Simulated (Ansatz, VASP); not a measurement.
# One calculation of Na3SF, two programs

```
CELL_PARAMETERS angstrom
0.00000 0.00000 4.52510
6.29521 0.00000 0.00000
0.00000 6.29521 0.00000
ATOMIC_POSITIONS crystal
Na 0.00000 0.80665 0.30665
Na 0.00000 0.69335 0.80665
Na 0.50000 0.50000 0.50000
Na 0.00000 0.19335 0.69335
Na 0.00000 0.30665 0.19335
Na 0.50000 0.00000 0.00000
S 0.50000 0.00000 0.50000
S 0.50000 0.50000 0.00000
F 0.00000 0.50000 0.50000
F 0.00000 0.00000 0.00000
```

Alike in both runs: task single point; functional PBE; k mesh 4 × 2 × 2; occupations gaussian, width 0.1 eV; no spin polarisation.

```csv
,VASP,Ansatz
version,VASP 6.6.1,Ansatz 0.2.0
potentials or method,"VASP PAW PBE potentials, release 64 (Na_pv, S, F), cutoff 520 eV","scalar-relativistic, plane waves, PAW"
valence electrons in the cell,68,80
```

Ansatz gave:

| Item | Value |
| --- | --- |
| gap on the k mesh at the Fermi level (eV) | 2.30 |
| least direct gap on the mesh (eV) | 2.45 |
| pressure (GPa) | 0.0 |

Q: Estimate VASP's values.

A: gap on the k mesh at the Fermi level (eV): 2.30; least direct gap on the mesh (eV): 2.44; pressure (GPa): 0.0.

The functional is the same, so the differences come from potentials, cutoffs and numerics. VASP's potentials hold 68 valence electrons a cell and Ansatz's 80, so a difference there can come from the potentials and not from the codes.

The k mesh is coarse, so the values compare programs but aren't converged.
